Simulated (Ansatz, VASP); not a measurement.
**Hf3N2: VASP beside Ansatz**

```
CELL_PARAMETERS angstrom
1.59664 0.92182 7.70829
-1.59664 0.92182 7.70829
0.00000 -1.84364 7.70829
ATOMIC_POSITIONS crystal
Hf 0.77898 0.77898 0.77898
Hf 0.22102 0.22102 0.22102
Hf 0.00000 0.00000 0.00000
N 0.61113 0.61113 0.61113
N 0.38887 0.38887 0.38887
```

Alike in both runs: functional PBEsol; k mesh 12 × 12 × 12; occupations gaussian, width 0.1 eV; no spin polarisation.

Ansatz relaxed the structure, and its values are those at the end. VASP's run is a single point on that final structure, the one shown.

|  | VASP | Ansatz |
| --- | --- | --- |
| version | VASP 6.6.1 | Ansatz 0.2.0 |
| potentials or method | VASP PAW PBE potentials, release 64 (Hf_pv, N), cutoff 520 eV | scalar-relativistic, plane waves, PAW |
| valence electrons in the cell | 40 | 88 |

Ansatz gave:

| Quantity | Value |
| --- | --- |
| gap on the k mesh at the Fermi level (eV) | none |
| pressure (GPa) | 0.0 |
| rms of the force components (eV/Å) | 0.000 |

Question: Which values does VASP return?

Answer: gap on the k mesh at the Fermi level (eV): none; pressure (GPa): -1.4; rms of the force components (eV/Å): 0.029.

VASP's potentials were made for PBE, not for PBEsol. A gap of «none» marks a metal or a gap that the smearing closes. VASP's potentials hold 40 valence electrons a cell and Ansatz's 88, so a difference there can come from the potentials and not from the codes.

Spin-orbit coupling is off throughout.
